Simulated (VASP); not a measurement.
# WSe2 (CdI2 type) (P-3m1) in VASP: relaxation of cell and atoms with PBE

Aim: the relaxation of cell and atoms of WSe2 (CdI2 type) with PBE.

Program: VASP 6.6.1. These are calculated values, not measurements. Logs are shortened: lines on timing, memory, paths and dates and some standing lists are left out, and cuts for length are marked.

## (1) The cell of the first run

The structure is trigonal, space group P-3m1 (No. 164). Conventional cell: a = 3.668 Å, b = 3.668 Å, c = 5.868 Å, α = 90.00°, β = 90.00°, γ = 120.00°. Within 3.4 Å of W (site symmetry -3m) lie 6 Se at 2.58 Å. Se (site symmetry 3m) has 3 W at 2.58 Å within 3.4 Å.

## (2) Relaxation of cell and atoms, PBE

INCAR

```
SYSTEM = WSe2
PREC = Accurate
ENCUT = 600
EDIFF = 1E-6
ISMEAR = -1
SIGMA = 0.08
LREAL = .False.
LASPH = .True.
NELM = 80
ALGO = Normal
ISIF = 3
LWAVE = .False.
LCHARG = .False.
GGA = PE
IBRION = 2
NSW = 100
EDIFFG = -0.005
```

KPOINTS

```
Automatic mesh
0
Gamma
  10 10 6
  0 0 0
```

POSCAR

```
WSe2
1.0
    3.6677570001      0.0000000000      0.0000000000
   -1.8338785000      3.1763707370      0.0000000000
    0.0000000000      0.0000000000      5.8684112001
W Se
1 2
Direct
    0.0000000000      0.0000000000      0.0000000000
    0.3333333333      0.6666666667      0.2500000000
    0.6666666667      0.3333333333      0.7500000000
```

Potentials or basis: VASP PAW PBE potentials, release 64 (W_sv, Se).

Started as:

```console
$ cat potpaw_PBE.64/W_sv/POTCAR potpaw_PBE.64/Se/POTCAR > POTCAR
$ mpirun -np 1 vasp_std > vasp.out
```

OUTCAR:

```text
SYSTEM = WSe2
   PREC = Accurate
   ENCUT = 600
   EDIFF = 1E-6
   ISMEAR = -1
   LREAL = .False.
   LASPH = .True.
   NELM = 80
   ISIF = 3
   GGA = PE
   IBRION = 2
   NSW = 100
   EDIFFG = -0.005

 ion  position               nearest neighbor table
   1  0.000  0.000  0.000-   2 2.58   3 2.58   2 2.58   3 2.58   3 2.58   2 2.58
   2  0.333  0.667  0.250-   1 2.58   1 2.58   1 2.58
   3  0.667  0.333  0.750-   1 2.58   1 2.58   1 2.58

  LATTYP: Found a hexagonal cell.
 ALAT       =     3.6677570001
 C/A-ratio  =     1.6000000000

  Lattice vectors:

 A1 = (   3.6677570001,   0.0000000000,   0.0000000000)
 A2 = (  -1.8338785000,   3.1763707370,   0.0000000000)
 A3 = (   0.0000000000,   0.0000000000,   5.8684112001)

Analysis of symmetry for initial positions (statically):
=====================================================================
 Subroutine PRICEL returns:
 Original cell was already a primitive cell.

 Routine SETGRP: Setting up the symmetry group for a
 hexagonal supercell.

 Subroutine GETGRP returns: Found 12 space group operations
 (whereof 12 operations were pure point group operations)
 out of a pool of 24 trial point group operations.

The static configuration has the point symmetry D_3d.

Analysis of symmetry for dynamics (positions and initial velocities):
=====================================================================
 Subroutine PRICEL returns:
 Original cell was already a primitive cell.

 Routine SETGRP: Setting up the symmetry group for a
 hexagonal supercell.

 Subroutine GETGRP returns: Found 12 space group operations
 (whereof 12 operations were pure point group operations)
 out of a pool of 24 trial point group operations.

The dynamic configuration has the point symmetry D_3d.

 Subroutine INISYM returns: Found 12 space group operations
 (whereof 12 operations are pure point group operations),
 and found     1 'primitive' translations

----------------------------------------------------------------------------------------

                                     Primitive cell

  volume of cell :      68.3679

  direct lattice vectors                    reciprocal lattice vectors
     3.667757000  0.000000000  0.000000000     0.272646198  0.157412356  0.000000000
    -1.833878500  3.176370737  0.000000000     0.000000000  0.314824711  0.000000000
     0.000000000  0.000000000  5.868411200     0.000000000  0.000000000  0.170403874

  length of vectors
     3.667757000  3.667757000  5.868411200     0.314824711  0.314824711  0.170403874

  position of ions in fractional coordinates (direct lattice)
     0.000000000  0.000000000  0.000000000
     0.333333333  0.666666667  0.250000000
     0.666666667  0.333333333  0.750000000

  ion indices of the primitive-cell ions
   primitive index   ion index
                 1           1
                 2           2
                 3           3

----------------------------------------------------------------------------------------

 KPOINTS: Automatic mesh

Automatic generation of k-mesh.
 Grid dimensions read from file:
 generate k-points for:   10   10    6

 Generating k-lattice:

  Cartesian coordinates                     Fractional coordinates (reciprocal lattice)
     0.027264620  0.015741236  0.000000000     0.100000000  0.000000000  0.000000000
     0.000000000  0.031482471  0.000000000     0.000000000  0.100000000  0.000000000
     0.000000000  0.000000000  0.028400646     0.000000000  0.000000000  0.166666667

  Length of vectors
     0.031482471  0.031482471  0.028400646

  Shift w.r.t. Gamma in fractional coordinates (k-lattice)
     0.000000000  0.000000000  0.000000000

 Subroutine IBZKPT returns following result:
 ===========================================

 Found     72 irreducible k-points:

 Following reciprocal coordinates:
            Coordinates               Weight
  0.000000  0.000000  0.000000      1.000000
  0.100000 -0.000000  0.000000      6.000000
  0.200000 -0.000000  0.000000      6.000000
  0.300000  0.000000  0.000000      6.000000
  0.400000  0.000000  0.000000      6.000000
  0.500000  0.000000  0.000000      3.000000
[... 16 lines left out ...]
  0.000000  0.400000  0.166667      6.000000
  0.500000  0.000000  0.166667      6.000000
 [... further k-points ...]
   k-points           NKPTS =     72   k-points in BZ     NKDIM =     72   number of bands    NBANDS=     17
   number of dos      NEDOS =    301   number of ions     NIONS =      3
   total plane-waves  NPLWV =  43200
   dimension x,y,z NGX =    30 NGY =   30 NGZ =   48
   dimension x,y,z NGXF=    60 NGYF=   60 NGZF=   96
   ions per type =               1   2
   NGX,Y,Z   is equivalent  to a cutoff of  13.60, 13.60, 13.60 a.u.
   NGXF,Y,Z  is equivalent  to a cutoff of  27.20, 27.20, 27.20 a.u.
 SYSTEM =  WSe2
   PREC   = accura    normal or accurate (medium, high low for compatibility)
   ISTART =      0    job   : 0-new  1-cont  2-samecut
   ICHARG =      2    charge: 1-file 2-atom 10-const
   ISPIN  =      1    spin polarized calculation?
   LNONCOLLINEAR =      F non collinear calculations
   LSORBIT =      F    spin-orbit coupling
   LASPH  =      T    aspherical Exc in radial PAW
   ENCUT  =  600.0 eV  44.10 Ry    6.64 a.u.   7.33  7.33 11.72*2*pi/ulx,y,z
   NELM   =     80;   NELMIN=  2; NELMDL= -5     # of ELM steps
   EDIFF  = 0.1E-05   stopping-criterion for ELM
   LREAL  =      F    real-space projection
   EDIFFG = -.5E-02   stopping-criterion for IOM
   NSW    =    100    number of steps for IOM
   IBRION =      2    ionic relax: 0-MD 1-quasi-New 2-CG
   NFREE  =      1    steps in history (QN), initial steepest desc. (CG)
   ISIF   =      3    stress and relaxation
   ISYM   =      2    0-nonsym 1-usesym 2-fastsym
   POTIM  = 0.5000    time-step for ionic-motion
   TEBEG  =    0.0;   TEEND  =   0.0 temperature during run
   PSTRESS=    0.0 pullay stress
   NELECT =      26.0000    total number of electrons
   NUPDOWN=      -1.0000    fix difference up-down
   EMIN   =  10.00;   EMAX   =-10.00  energy-range for DOS
   EFERMI =   0.00;   METHOD = LEGACY
   ISMEAR =    -1;   SIGMA  =   0.08  broadening in eV -4-tet -1-fermi 0-gaus
   EFERMI_NEDOS =   21; number of points for ismear=-14 and -15
   IALGO  =     38    algorithm
   IMIX   =      4    mixing-type and parameters
     AMIX     =   0.40;   BMIX     =  1.00
     AMIX_MAG =   1.60;   BMIX_MAG =  1.00
  volume/ion in A,a.u.               =      22.79       153.79
  Fermi-wavevector in a.u.,A,eV,Ry     =   1.186083  2.241372 19.140589  1.406794
  Thomas-Fermi vector in A             =   2.322263
   LORBIT       =      0    0 simple, 1 ext, 2 COOP (PROOUT), +10 PAW based schemes
   GGA     = PE    functional components
   LHFCALC =     F    Hartree Fock is set to
   AEXX    =    0.0000 exact exchange contribution
   IVDW    =     0    specifies the selected vdW correction
   LEPSILON=     F    determine dielectric tensor
   LRPA    =     F    only Hartree local field effects (RPA)
 conjugate gradient relaxation of ions
 non-spin polarized calculation
  energy-cutoff  :      600.00
  volume of cell :       68.37
 maximum number of plane-waves:      2321
 NGX is ok and might be reduce to    30
   NGX = 15   NGY = 15   NGZ = 23

--------------------------------------- Ionic step        1  -------------------------------------------

 number of electron      26.0000003 magnetization

 Free energy of the ion-electron system (eV)
  ---------------------------------------------------
  ext. energy  EPLUGINS =         0.00000000
  ---------------------------------------------------
  free energy    TOTEN  =       -20.37162032 eV

  energy without entropy =      -20.34135749  energy(sigma->0) =      -20.35648891

------------------------ aborting loop because EDIFF is reached ----------------------------------------

  FORCE on cell =-STRESS in cart. coord.  units (eV):
  Direction    XX          YY          ZZ          XY          YZ          ZX
  --------------------------------------------------------------------------------------
  -------------------------------------------------------------------------------------
  Total       -2.8276716     -2.8276716      2.3248027     -0.0000000      0.0000000      0.0000000
  in kB      -66.2654694    -66.2654694     54.4809159     -0.0000000      0.0000000      0.0000000
  external PRESSURE =     -26.0166743 kB  Pullay stress =       0.0000000 kB
[... 92 lines left out ...]
  FREE ENERGIE OF THE ION-ELECTRON SYSTEM (eV)
  ---------------------------------------------------
  free  energy   TOTEN  =       -20.7590094126 eV

  energy  without entropy=      -20.7337981462  energy(sigma->0) =      -20.74640378

 E-fermi :   5.5467     XC(G=0): -10.0045

 val. band max:        5.4894954762   @ k =   0.2000   0.2000   0.3333
 cond. band min:       5.5737246006   @ k =   0.3000   0.3000   0.5000
 fundamental gap:      0.0842291243
 Fermi energy:         5.5466939279

 k-point     1 :       0.0000    0.0000    0.0000
  band No.  band energies     occupation
      1     -69.3277      2.00000
      2     -33.4804      2.00000
      3     -33.4700      2.00000
      4     -33.4700      2.00000
      5      -9.9122      2.00000
      6      -8.7646      2.00000
[... 9 lines left out ...]
     16       8.9067      0.00000
     17       8.9067      0.00000
[... 443 lines left out ...]
      1     -69.3176      2.00000
      2     -33.6930      2.00000
      3     -33.5234      2.00000
      4     -33.4379      2.00000
      5      -8.0900      2.00000
      6      -7.5720      2.00000
[... 9 lines left out ...]
     16       8.7589      0.00000
     17       9.0623      0.00000

 [... further k-points ...]

[... ionic steps 4 to 44 ...]

--------------------------------------- Ionic step       45  -------------------------------------------

 number of electron      26.0000006 magnetization

------------------------ aborting loop because EDIFF is reached ----------------------------------------

  FORCE on cell =-STRESS in cart. coord.  units (eV):
  Direction    XX          YY          ZZ          XY          YZ          ZX
  --------------------------------------------------------------------------------------
  -------------------------------------------------------------------------------------
  Total        0.0270237      0.0270237      0.0338311      0.0000000     -0.0000000     -0.0000000
  in kB        0.6150674      0.6150674      0.7700056      0.0000000     -0.0000000     -0.0000000
  external PRESSURE =       0.6667135 kB  Pullay stress =       0.0000000 kB
[... 59 lines left out ...]
  energy  without entropy=      -20.8535487169  energy(sigma->0) =      -20.86461258

--------------------------------------- Ionic step       47  -------------------------------------------

 number of electron      26.0000006 magnetization

 Free energy of the ion-electron system (eV)
  ---------------------------------------------------
  ext. energy  EPLUGINS =         0.00000000
  ---------------------------------------------------
  free energy    TOTEN  =       -20.87567753 eV

  energy without entropy =      -20.85352303  energy(sigma->0) =      -20.86460028

 E-fermi :   5.2470     XC(G=0):  -9.7896

 val. band max:        5.1829318682   @ k =   0.2000   0.2000   0.3333
 cond. band min:       5.3071079768   @ k =   0.2000   0.2000   0.1667
 fundamental gap:      0.1241761086
 Fermi energy:         5.2469740168

 k-point     1 :       0.0000    0.0000    0.0000
  band No.  band energies     occupation
      1     -69.6464      2.00000
      2     -33.7923      2.00000
      3     -33.7923      2.00000
      4     -33.7908      2.00000
      5     -10.1767      2.00000
      6      -9.0538      2.00000
[... 9 lines left out ...]
     16       8.5981      0.00000
     17       8.5981      0.00000
[... 443 lines left out ...]
      1     -69.6368      2.00000
      2     -34.0083      2.00000
      3     -33.8441      2.00000
      4     -33.7497      2.00000
      5      -8.3908      2.00000
      6      -7.8740      2.00000
[... 9 lines left out ...]
     16       8.4660      0.00000
     17       8.7396      0.00000

 [... further k-points ...]
[... 5 lines left out ...]
  --------------------------------------------------------------------------------------
  -------------------------------------------------------------------------------------
  Total        0.0075213      0.0075213      0.0026260      0.0000000     -0.0000000      0.0000000
  in kB        0.1711027      0.1711027      0.0597384      0.0000000     -0.0000000      0.0000000
  external PRESSURE =       0.1339813 kB  Pullay stress =       0.0000000 kB
[... 18 lines left out ...]
  FREE ENERGIE OF THE ION-ELECTRON SYSTEM (eV)
  ---------------------------------------------------
  free  energy   TOTEN  =       -20.8756775306 eV

  energy  without entropy=      -20.8535230250  energy(sigma->0) =      -20.86460028

 reached required accuracy - stopping structural energy minimisation
```

It took 52 min on 1 thread of Intel Xeon 8259CL, shared host; peak memory 0.3 GiB.

What came out:

* Free energy: -20.8757 eV
* Relaxed volume: 23.48 Å³/atom
* Relaxed cell: a = 3.303 Å, b = 3.303 Å, c = 7.456 Å, α = 90.00°, β = 90.00°, γ = 120.00°
* Space group after relaxing (to 0.1 Å): P-3m1 (No. 164)
* Energy gained by relaxing: 168.0 meV/atom
* Ionic steps: 47
* Pressure after relaxing: 0.0 GPa
* Largest force after relaxing: 0.003 eV/Å
* Band gap on the k mesh: zero (bands 13 and 14 overlap by 0.48 eV)

Forces in eV/Å, atoms in the order of the input:
```
W    0.000  0.000  0.000
Se   0.000  0.000  0.003
Se   0.000  0.000 -0.003
```

Step by step:
```csv
step,energy change (eV),largest force (eV/Å),pressure (GPa),volume (Å³)
1,0.0000,0.5719,-2.60,68.37
3,-0.3874,0.7905,6.58,60.55
5,-0.4569,0.2128,0.63,61.90
7,-0.4681,0.1803,-0.21,63.25
9,-0.4714,0.1563,-0.90,64.54
11,-0.4769,0.0713,0.42,64.57
13,-0.4803,0.1087,0.63,64.81
15,-0.4989,0.0339,0.26,66.77
17,-0.5027,0.0015,0.38,68.26
19,-0.5031,0.0538,-0.05,68.54
21,-0.5034,0.0108,0.01,68.70
23,-0.5035,0.0127,-0.02,68.77
25,-0.5035,0.0219,-0.10,68.86
27,-0.5035,0.0147,-0.07,68.93
29,-0.5037,0.0110,0.03,69.18
31,-0.5037,0.0287,0.11,69.34
33,-0.5038,0.0227,0.06,69.49
35,-0.5039,0.0014,-0.12,70.16
37,-0.5040,0.0193,0.07,70.48
39,-0.5040,0.0101,-0.02,70.34
41,-0.5040,0.0148,0.02,70.40
43,-0.5041,0.0004,-0.04,70.45
45,-0.5040,0.0080,0.07,70.39
47,-0.5041,0.0031,0.01,70.43
```

Final structure:
```
CELL_PARAMETERS angstrom
3.30261 0.00000 0.00000
-1.65131 2.86015 0.00000
0.00000 0.00000 7.45593
ATOMIC_POSITIONS crystal
W 0.00000 0.00000 0.00000
Se 0.33333 0.66667 0.23049
Se 0.66667 0.33333 0.76951
```

Levels at points of the mesh, in eV from the Fermi level:
```csv
k point,band 10,band 11,band 12,band 13,band 14,band 15,band 16,band 17
"(0.00, 0.00, 0.00)",-2.76,-1.51,-0.68,-0.68,0.19,0.19,3.35,3.35
"(0.50, 0.00, 0.00)",-3.67,-3.25,-2.18,-1.50,1.44,1.84,3.16,3.52
"(0.00, 0.00, 0.50)",-3.35,-0.94,-0.68,-0.68,0.17,0.17,3.39,3.39
"(0.50, 0.00, 0.50)",-3.68,-2.93,-2.33,-1.45,1.44,1.93,3.40,3.80
```

Caveat: a cell axis changed by over 15 % at a fixed basis, so the end point is rough; spin-orbit coupling is left out, which moves the levels of the heavy elements; this functional lacks dispersion, which binds layers or chains, so the pressure and a relaxed spacing across them are unreliable.

The gap in the log of VASP goes by the Fermi energy; the results here count the filled bands.